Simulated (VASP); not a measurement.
# Zn (Im-3m) in VASP: a series of runs, part 2 of 3

VASP 6.6.1.

### 3 Single point, PBEsol

This run uses another cell than the first one, of 14.27 Å³/atom, 1.098 times its volume.

INCAR reads:

```
SYSTEM = Zn
ALGO = Normal ; EDIFF = 1E-6
ENCUT = 520 ; GGA = PS
ISIF = 2 ; ISMEAR = -1
LASPH = .True. ; LCHARG = .False.
LREAL = .False. ; LWAVE = .False.
NBANDS = 12 ; NELM = 60
PREC = Accurate ; SIGMA = 0.05
```

KPOINTS reads:

```
k-points
0
Gamma
  12 12 12
  0 0 0
```

POSCAR reads:

```
Zn
1.0
   -1.5278652786      1.5278652786      1.5278652786
    1.5278652786     -1.5278652786      1.5278652786
    1.5278652786      1.5278652786     -1.5278652786
Zn
1
Direct
    0.0000000000      0.0000000000      0.0000000000
```

Potentials or basis: VASP PAW PBE potentials, release 64 (Zn).

The run is started by

```bash
$ cat potpaw_PBE.64/Zn/POTCAR > POTCAR
$ mpirun -np 1 vasp_std > vasp.out
```

OUTCAR:

```text
SYSTEM = Zn
   EDIFF = 1E-6
   ENCUT = 520
   GGA = PS
   ISIF = 2
   ISMEAR = -1
   LASPH = .True.
   LREAL = .False.
   NELM = 60
   PREC = Accurate

 ion  position               nearest neighbor table
   1  0.000  0.000  0.000-

  LATTYP: Found a body centered cubic cell.
 ALAT       =     3.0557305572

  Lattice vectors:

 A1 = (  -1.5278652786,   1.5278652786,   1.5278652786)
 A2 = (   1.5278652786,  -1.5278652786,   1.5278652786)
 A3 = (   1.5278652786,   1.5278652786,  -1.5278652786)

Analysis of symmetry for initial positions (statically):
=====================================================================
 Subroutine PRICEL returns:
 Original cell was already a primitive cell.

 Routine SETGRP: Setting up the symmetry group for a
 body centered cubic supercell.

 Subroutine GETGRP returns: Found 48 space group operations
 (whereof 48 operations were pure point group operations)
 out of a pool of 48 trial point group operations.

The static configuration has the point symmetry O_h .

Analysis of symmetry for dynamics (positions and initial velocities):
=====================================================================
 Subroutine PRICEL returns:
 Original cell was already a primitive cell.

 Routine SETGRP: Setting up the symmetry group for a
 body centered cubic supercell.

 Subroutine GETGRP returns: Found 48 space group operations
 (whereof 48 operations were pure point group operations)
 out of a pool of 48 trial point group operations.

The dynamic configuration has the point symmetry O_h .

 Subroutine INISYM returns: Found 48 space group operations
 (whereof 48 operations are pure point group operations),
 and found     1 'primitive' translations

----------------------------------------------------------------------------------------

                                     Primitive cell

  volume of cell :      14.2664

  direct lattice vectors                    reciprocal lattice vectors
    -1.527865279  1.527865279  1.527865279     0.000000000  0.327253984  0.327253984
     1.527865279 -1.527865279  1.527865279     0.327253984  0.000000000  0.327253984
     1.527865279  1.527865279 -1.527865279     0.327253984  0.327253984  0.000000000

  length of vectors
     2.646340290  2.646340290  2.646340290     0.462807023  0.462807023  0.462807023

  position of ions in fractional coordinates (direct lattice)
     0.000000000  0.000000000  0.000000000

  ion indices of the primitive-cell ions
   primitive index   ion index
                 1           1

----------------------------------------------------------------------------------------

 KPOINTS: k-points

Automatic generation of k-mesh.
 Grid dimensions read from file:
 generate k-points for:   12   12   12

 Generating k-lattice:

  Cartesian coordinates                     Fractional coordinates (reciprocal lattice)
     0.000000000  0.027271165  0.027271165     0.083333333  0.000000000  0.000000000
     0.027271165  0.000000000  0.027271165     0.000000000  0.083333333  0.000000000
     0.027271165  0.027271165  0.000000000     0.000000000  0.000000000  0.083333333

  Length of vectors
     0.038567252  0.038567252  0.038567252

  Shift w.r.t. Gamma in fractional coordinates (k-lattice)
     0.000000000  0.000000000  0.000000000

 Subroutine IBZKPT returns following result:
 ===========================================

 Found     72 irreducible k-points:

 Following reciprocal coordinates:
            Coordinates               Weight
  0.000000  0.000000  0.000000      1.000000
  0.083333  0.000000  0.000000     12.000000
  0.166667  0.000000  0.000000     12.000000
  0.250000  0.000000  0.000000     12.000000
  0.333333  0.000000  0.000000     12.000000
  0.416667  0.000000  0.000000     12.000000
[... 16 lines left out ...]
  0.333333  0.083333  0.083333     24.000000
  0.416667  0.083333  0.083333     12.000000
 [... further k-points ...]
   k-points           NKPTS =     72   k-points in BZ     NKDIM =     72   number of bands    NBANDS=     12
   number of dos      NEDOS =    301   number of ions     NIONS =      1
   total plane-waves  NPLWV =   8000
   dimension x,y,z NGX =    20 NGY =   20 NGZ =   20
   dimension x,y,z NGXF=    40 NGYF=   40 NGZF=   40
   ions per type =               1
   NGX,Y,Z   is equivalent  to a cutoff of  12.56, 12.56, 12.56 a.u.
   NGXF,Y,Z  is equivalent  to a cutoff of  25.13, 25.13, 25.13 a.u.
 SYSTEM =  Zn
   PREC   = accura    normal or accurate (medium, high low for compatibility)
   ISTART =      0    job   : 0-new  1-cont  2-samecut
   ICHARG =      2    charge: 1-file 2-atom 10-const
   ISPIN  =      1    spin polarized calculation?
   LNONCOLLINEAR =      F non collinear calculations
   LSORBIT =      F    spin-orbit coupling
   LASPH  =      T    aspherical Exc in radial PAW
   ENCUT  =  520.0 eV  38.22 Ry    6.18 a.u.   4.92  4.92  4.92*2*pi/ulx,y,z
   NELM   =     60;   NELMIN=  2; NELMDL= -5     # of ELM steps
   EDIFF  = 0.1E-05   stopping-criterion for ELM
   LREAL  =      F    real-space projection
   EDIFFG = 0.1E-04   stopping-criterion for IOM
   NSW    =      0    number of steps for IOM
   IBRION =     -1    ionic relax: 0-MD 1-quasi-New 2-CG
   NFREE  =      0    steps in history (QN), initial steepest desc. (CG)
   ISIF   =      2    stress and relaxation
   ISYM   =      2    0-nonsym 1-usesym 2-fastsym
   POTIM  = 0.5000    time-step for ionic-motion
   TEBEG  =    0.0;   TEEND  =   0.0 temperature during run
   PSTRESS=    0.0 pullay stress
   NELECT =      12.0000    total number of electrons
   NUPDOWN=      -1.0000    fix difference up-down
   EMIN   =  10.00;   EMAX   =-10.00  energy-range for DOS
   EFERMI =   0.00;   METHOD = LEGACY
   ISMEAR =    -1;   SIGMA  =   0.05  broadening in eV -4-tet -1-fermi 0-gaus
   EFERMI_NEDOS =   21; number of points for ismear=-14 and -15
   IALGO  =     38    algorithm
   IMIX   =      4    mixing-type and parameters
     AMIX     =   0.40;   BMIX     =  1.00
     AMIX_MAG =   1.60;   BMIX_MAG =  1.00
  volume/ion in A,a.u.               =      14.27        96.27
  Fermi-wavevector in a.u.,A,eV,Ry     =   1.545362  2.920310 32.492662  2.388143
  Thomas-Fermi vector in A             =   2.650751
   LORBIT       =      0    0 simple, 1 ext, 2 COOP (PROOUT), +10 PAW based schemes
   GGA     = PS    functional components
   LHFCALC =     F    Hartree Fock is set to
   AEXX    =    0.0000 exact exchange contribution
   IVDW    =     0    specifies the selected vdW correction
   LEPSILON=     F    determine dielectric tensor
   LRPA    =     F    only Hartree local field effects (RPA)
 non-spin polarized calculation
  energy-cutoff  :      520.00
  volume of cell :       14.27
 maximum number of plane-waves:       402
   NGX =  9   NGY =  9   NGZ =  9

 number of electron      11.9999983 magnetization

 Free energy of the ion-electron system (eV)
  ---------------------------------------------------
  ext. energy  EPLUGINS =         0.00000000
  ---------------------------------------------------
  free energy    TOTEN  =        -1.48802980 eV

  energy without entropy =       -1.48446929  energy(sigma->0) =       -1.48624955

 E-fermi :   3.5344     XC(G=0): -12.0551

 val. band max:        3.4391084941   @ k =   0.3333   0.2500   0.0833
 cond. band min:       3.5350267351   @ k =  -0.4167  -0.4167   0.0833
 fundamental gap:      0.0959182410
 Fermi energy:         3.5344380886

 k-point     1 :       0.0000    0.0000    0.0000
  band No.  band energies     occupation
      1      -7.5090      2.00000
      2      -4.4598      2.00000
      3      -4.4598      2.00000
      4      -4.4598      2.00000
      5      -3.8822      2.00000
      6      -3.8822      2.00000
      7      23.7904      0.00000
      8      23.7904      0.00000
      9      23.7904      0.00000
     10      24.9369      0.00000
     11      24.9369      0.00000
     12      24.9369      0.00000

 k-point     2 :       0.0833    0.0000    0.0000
  band No.  band energies     occupation
      1      -7.2779      2.00000
      2      -4.4837      2.00000
      3      -4.4549      2.00000
      4      -4.4010      2.00000
      5      -3.9043      2.00000
      6      -3.8807      2.00000
      7      20.6223      0.00000
      8      22.1983      0.00000
      9      22.6061      0.00000
     10      23.6430      0.00000
     11      23.8224      0.00000
     12      24.8396      0.00000
[... 316 lines left out ...]
 k-point    24 :       0.4167    0.0833    0.0833
  band No.  band energies     occupation
      1      -5.0833      2.00000
      2      -4.8096      2.00000
      3      -3.8930      2.00000
      4      -3.8404      2.00000
      5      -3.7880      2.00000
      6       1.2727      2.00000
      7       2.9340      1.99999
      8      12.5343      0.00000
      9      13.1143      0.00000
     10      23.8110      0.00000
     11      24.9047      0.00000
     12      32.8627      0.00000

 [... further k-points ...]
[... 5 lines left out ...]
  --------------------------------------------------------------------------------------
  -------------------------------------------------------------------------------------
  Total        0.0409714      0.0409714      0.0409714     -0.0000000     -0.0000000      0.0000000
  in kB        4.6012536      4.6012536      4.6012536     -0.0000000     -0.0000000      0.0000000
  external PRESSURE =       4.6012536 kB  Pullay stress =       0.0000000 kB

 VOLUME and BASIS-vectors are now :
 -----------------------------------------------------------------------------
  energy-cutoff  :      520.00
  volume of cell :       14.27
      direct lattice vectors                 reciprocal lattice vectors
    -1.527865279  1.527865279  1.527865279     0.000000000  0.327253984  0.327253984
     1.527865279 -1.527865279  1.527865279     0.327253984  0.000000000  0.327253984
     1.527865279  1.527865279 -1.527865279     0.327253984  0.327253984  0.000000000

 POSITION                                       TOTAL-FORCE (eV/Angst)
 -----------------------------------------------------------------------------------
      0.00000      0.00000      0.00000         0.000000     -0.000000      0.000000
 -----------------------------------------------------------------------------------
    total drift:                                0.000000      0.000000      0.000000

  FREE ENERGIE OF THE ION-ELECTRON SYSTEM (eV)
  ---------------------------------------------------
  free  energy   TOTEN  =        -1.4880298016 eV

  energy  without entropy=       -1.4844692884  energy(sigma->0) =       -1.48624955
```

OSZICAR:

```text
N       E                     dE             d eps       ncg     rms          rms(c)
DAV:   1     0.420477404305E+02    0.42048E+02   -0.66298E+03  1816   0.164E+03
DAV:   2    -0.378539607561E+00   -0.42426E+02   -0.40115E+02  1784   0.217E+02
DAV:   3    -0.164191333975E+01   -0.12634E+01   -0.12608E+01  2020   0.363E+01
DAV:   4    -0.164445345226E+01   -0.25401E-02   -0.25400E-02  1924   0.160E+00
DAV:   5    -0.164445514855E+01   -0.16963E-05   -0.16963E-05  1976   0.401E-02    0.338E+00
DAV:   6    -0.149994231733E+01    0.14451E+00   -0.78885E-01  1936   0.181E+01    0.245E+00
DAV:   7    -0.149174731610E+01    0.81950E-02   -0.15205E-02  1916   0.245E+00    0.126E+00
DAV:   8    -0.148804126508E+01    0.37061E-02   -0.12603E-03  2280   0.504E-01    0.293E-02
DAV:   9    -0.148803042481E+01    0.10840E-04   -0.11103E-04  2608   0.175E-01    0.257E-02
DAV:  10    -0.148802980164E+01    0.62317E-06   -0.98411E-06  1864   0.544E-02
   1 F= -.14880298E+01 E0= -.14862495E+01  d E =-.356051E-02
```

It took 3.9 s on 1 thread of Intel Xeon 6975P-C (Granite Rapids), shared host; peak memory 0.12 GiB.

What came out:

| Property | Result |
| --- | --- |
| Free energy | -1.4880 eV |
| Pressure | 0.5 GPa |
| Band gap on the k mesh | zero (band 6 reaches 7.80 eV, above the bottom of band 7 at 2.65 eV) |

Levels at points of the mesh, in eV from the Fermi level:
```csv
k point,band 2,band 3,band 4,band 5,band 6,band 7,band 8,band 9,band 10,band 11
"(0.00, 0.00, 0.00)",-7.99,-7.99,-7.99,-7.42,-7.42,20.26,20.26,20.26,21.40,21.40
"(0.50, 0.00, 0.00)",-8.35,-7.45,-7.38,-7.03,-3.02,-0.88,11.89,13.17,15.90,17.67
"(0.50, 0.50, 0.50)",-8.65,-7.12,-7.12,-7.12,4.27,4.27,4.27,8.37,8.83,8.83
```

Caveat: the PAW data sets were made with another functional, which shifts forces and pressure a little.

### 4 Relaxation of cell and atoms, PBEsol

This run uses another cell than the first one, of 15.45 Å³/atom, 1.189 times its volume.

INCAR reads:

```
SYSTEM = Zn
  PREC = Accurate
  ENCUT = 600
  EDIFF = 1E-6
  ISMEAR = -1
  SIGMA = 0.05
  LREAL = .FALSE.
  LASPH = .TRUE.
  NELM = 60
  ALGO = Normal
  ISIF = 3
  LWAVE = .FALSE.
  LCHARG = .FALSE.
  GGA = PS
  IBRION = 2
  NSW = 80
  EDIFFG = -0.005
```

KPOINTS reads:

```
regular mesh
0
G
  12 12 12
  0 0 0
```

POSCAR reads:

```
Zn
1.0
   -1.5690370000      1.5690370000      1.5690370000
    1.5690370000     -1.5690370000      1.5690370000
    1.5690370000      1.5690370000     -1.5690370000
Zn
1
Direct
    0.0000000000      0.0000000000      0.0000000000
```

The run is started by

```bash
$ cat potpaw_PBE.64/Zn/POTCAR > POTCAR
$ mpirun -np 1 vasp_std > vasp.out
```

Wall time 11 s (1 thread of Intel Xeon 6975P-C (Granite Rapids), shared host); peak memory 0.14 GiB.

The run converged. Its results:

| Property | Result |
| --- | --- |
| Free energy | -1.4885 eV |
| Relaxed volume | 14.31 Å³/atom |
| Relaxed cell | a = 2.649 Å, b = 2.649 Å, c = 2.649 Å, α = 109.47°, β = 109.47°, γ = 109.47° |
| Space group after relaxing (to 0.05 Å) | Im-3m (No. 229) |
| Energy gained by relaxing | 19.1 meV/atom |
| Ionic steps | 4 |
| Pressure after relaxing | 0.0 GPa |
| Band gap on the k mesh | zero (band 6 reaches 7.77 eV, above the bottom of band 7 at 2.62 eV) |

Step by step:
```csv
step,energy change (eV),largest force (eV/Å),pressure (GPa),volume (Å³)
1,0.0000,0.0000,-4.95,15.45
2,-0.0190,0.0000,-0.68,14.41
3,-0.0191,0.0000,0.30,14.27
4,-0.0191,0.0000,0.02,14.31
```

Final structure:
```xyz
1
Lattice="-1.5296 1.5296 1.5296 1.5296 -1.5296 1.5296 1.5296 1.5296 -1.5296" Properties=species:S:1:pos:R:3 pbc="T T T"
Zn    0.0000    0.0000    0.0000
```

Levels at points of the mesh, in eV from the Fermi level:
| k point | band 3 | band 4 | band 5 | band 6 | band 7 | band 8 | band 9 | band 10 |
| --- | --- | --- | --- | --- | --- | --- | --- | --- |
| (0.00, 0.00, 0.00) | -7.98 | -7.98 | -7.41 | -7.41 | 20.20 | 20.20 | 20.20 | 21.38 |
| (0.50, 0.00, 0.00) | -7.44 | -7.37 | -7.02 | -3.01 | -0.88 | 11.86 | 13.16 | 15.88 |
| (0.50, 0.50, 0.50) | -7.12 | -7.12 | -7.12 | 4.27 | 4.27 | 4.27 | 8.33 | 8.82 |

Caveat: the PAW data sets were made with another functional, which shifts forces and pressure a little.

### 5 Relaxation of cell and atoms, PBEsol, target pressure 5 GPa, at which the enthalpy is minimised

This run uses another cell than the first one, of 15.45 Å³/atom, 1.189 times its volume.

INCAR reads:

```
ALGO = Normal ; EDIFF = 1E-6
EDIFFG = -0.005 ; ENCUT = 600
GGA = PS ; IBRION = 2
ISIF = 3 ; ISMEAR = -1
LASPH = True ; LCHARG = False
LREAL = False ; LWAVE = False
NELM = 80 ; NSW = 80
PREC = Accurate ; PSTRESS = 50.0
SIGMA = 0.05
```

KPOINTS reads:

```
k-points
0
Gamma
  12 12 12
```

POSCAR is that of step 4.

The run is started by

```bash
$ cat potpaw_PBE.64/Zn/POTCAR > POTCAR
$ mpirun -np 1 vasp_std > vasp.out
```

It took 13 s on 1 thread of Intel Xeon 6975P-C (Granite Rapids), shared host; peak memory 0.15 GiB.

It converged, with:

* Free energy: -1.4784 eV
* Relaxed volume: 13.61 Å³/atom
* Relaxed cell: a = 2.605 Å, b = 2.605 Å, c = 2.605 Å, α = 109.47°, β = 109.47°, γ = 109.47°
* Space group after relaxing (to 0.05 Å): Im-3m (No. 229)
* Energy change on relaxing (the enthalpy is what falls): -9.0 meV/atom
* Ionic steps: 6
* Pressure after relaxing: 5.0 GPa
* Band gap on the k mesh: zero (band 6 reaches 8.26 eV, above the bottom of band 7 at 3.12 eV)

The path:
```csv
step,energy change (eV),largest force (eV/Å),pressure (GPa),volume (Å³)
1,0.0000,0.0000,-4.95,15.45
2,-0.0014,0.0000,6.46,13.40
3,-0.0079,0.0000,5.16,13.58
4,-0.0091,0.0000,4.90,13.61
5,-0.0091,0.0000,4.92,13.61
6,-0.0090,0.0000,4.96,13.61
```

Final structure:
```cif
data_structure
_symmetry_space_group_name_H-M 'P 1'
_symmetry_Int_Tables_number 1
_cell_length_a 2.6054
_cell_length_b 2.6054
_cell_length_c 2.6054
_cell_angle_alpha 109.471
_cell_angle_beta 109.471
_cell_angle_gamma 109.471
_cell_volume 13.61
loop_
_atom_site_label
_atom_site_type_symbol
_atom_site_fract_x
_atom_site_fract_y
_atom_site_fract_z
_atom_site_occupancy
Zn1 Zn 0.00000 0.00000 0.00000 1
```

Levels at points of the mesh, in eV from the Fermi level:
```
           k point  band 2  band 3  band 4  band 5  band 6  band 7  band 8  band 9  band 10
(0.00, 0.00, 0.00)   -8.22   -8.22   -8.22   -7.59   -7.59   21.03   21.03   21.03    21.76
(0.50, 0.00, 0.00)   -8.61   -7.63   -7.55   -7.18   -3.30   -0.86   12.23   13.43    16.25
(0.50, 0.50, 0.50)   -8.95   -7.28   -7.28   -7.28    4.28    4.28    4.28    8.91     8.95
```

Caveat: the cell is relaxed towards a set pressure, so the enthalpy falls and the energy may rise; the PAW data sets were made with another functional, which shifts forces and pressure a little.

[end of part 2 of 3]
